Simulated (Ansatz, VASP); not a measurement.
SrTiO3 in VASP and in Ansatz

INCAR

```
PREC = Accurate
ENCUT = 520
EDIFF = 1E-6
ISMEAR = 0
SIGMA = 0.05
LREAL = False
LASPH = True
NELM = 80
ALGO = Normal
ISIF = 2
LWAVE = False
LCHARG = False
GGA = PE
NBANDS = 28
```

Contents of KPOINTS:

```
regular mesh
0
Gamma
  8 8 8
```

The input POSCAR:

```
SrTiO3
1.0
    4.1824287898      0.0000000000      0.0000000000
    0.0000000000      3.6903783440      0.0000000000
    0.0000000000      0.0000000000      3.9364035669
Sr Ti O
1 1 3
Direct
    0.0000000000      0.0000000000      0.0000000000
    0.5000000000      0.5000000000      0.5000000000
    0.0000000000      0.5000000000      0.5000000000
    0.5000000000      0.0000000000      0.5000000000
    0.5000000000      0.5000000000      0.0000000000
```

Input for Ansatz:

```yaml
crystal:
  lattice:
    - [4.1824287898, 0.0, 0.0]
    - [0.0, 3.690378344, 0.0]
    - [0.0, 0.0, 3.9364035669]
  atoms:
    - { symbol: Sr, position: [0.0, 0.0, 0.0] }
    - { symbol: Ti, position: [0.5, 0.5, 0.5] }
    - { symbol: O, position: [0.0, 0.5, 0.5] }
    - { symbol: O, position: [0.5, 0.0, 0.5] }
    - { symbol: O, position: [0.5, 0.5, 0.0] }
basis:
  ecutwfc: 420
kpoints:
  mp_grid: { grid: [8, 8, 8] }
hamiltonian:
  xc: pbe
scf:
  occupations: { method: gaussian, width: 0.05 }
output:
  forces: true
  stress: true
  eigenvalues: true
```

Change from the starting cell: strain +0.0625 x Voigt [1, -1, 0, 0, 0, 0], atoms carried along.

Alike in both runs: task single point; functional PBE; k mesh 8 × 8 × 8; occupations gaussian, width 0.05 eV; no spin polarisation.

|  | VASP | Ansatz |
| --- | --- | --- |
| version | VASP 6.6.1 | Ansatz 0.2.0 |
| potentials or method | VASP PAW PBE potentials, release 64 (Sr_sv, Ti_sv, O), cutoff 520 eV | scalar-relativistic, plane waves, PAW |
| valence electrons in the cell | 40 | 40 |

Ansatz gave:

| Property | Result |
| --- | --- |
| gap on the k mesh at the Fermi level (eV) | 1.66 |
| least direct gap on the mesh (eV) | 2.05 |
| pressure (GPa) | 3.8 |
| traceless stress, the component that is largest in VASP (GPa) | 16.22 |

Question: Which values does VASP return?

Answer: gap on the k mesh at the Fermi level (eV): 1.63; least direct gap on the mesh (eV): 2.02; pressure (GPa): 4.4; traceless stress, the component that is largest in VASP (GPa): 16.43.

With one functional, cell and mesh, what is left measures potentials, basis and numerics.
